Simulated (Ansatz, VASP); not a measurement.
**AlN in VASP and in Ansatz**

```
Al N
1.0
     2.18399   -2.18399    0.00000
     2.18399    0.00000   -2.18399
     9.31332    9.31332    9.31332
Al N
6 6
Direct
  0.66667 0.66667 0.05859
  0.00000 0.00000 0.84027
  0.33333 0.33333 0.21493
  0.66667 0.66667 0.52760
  0.00000 0.00000 0.37126
  0.33333 0.33333 0.68393
  0.66667 0.66667 0.41035
  0.00000 0.00000 0.25401
  0.33333 0.33333 0.56668
  0.66667 0.66667 0.87935
  0.00000 0.00000 0.72302
  0.33333 0.33333 0.09768
```

Alike in both runs: task single point; functional PBE; k mesh 8 × 8 × 2; occupations gaussian, width 0.05 eV; no spin polarisation.

```csv
,VASP,Ansatz
version,VASP 6.6.1,Ansatz 0.2.0
potentials or method,"VASP PAW PBE potentials, release 64 (Al, N), cutoff 520 eV","scalar-relativistic, plane waves, PAW"
valence electrons in the cell,48,48
```

Ansatz gave:

| Quantity | Value |
| --- | --- |
| gap on the k mesh at the Fermi level (eV) | 0.74 |
| least direct gap on the mesh (eV) | 0.74 |
| pressure (GPa) | 1.6 |
| traceless stress, the component that is largest in VASP (GPa) | -2.64 |
| rms of the force components (eV/Å) | 0.605 |

Q: Which values does VASP return?

A: gap on the k mesh at the Fermi level (eV): 0.75; least direct gap on the mesh (eV): 0.75; pressure (GPa): 1.4; traceless stress, the component that is largest in VASP (GPa): -2.67; rms of the force components (eV/Å): 0.601.

Atom by atom the forces differ by 0.005 eV/Å (rms over components). With one functional, cell and mesh, what is left measures potentials, basis and numerics.
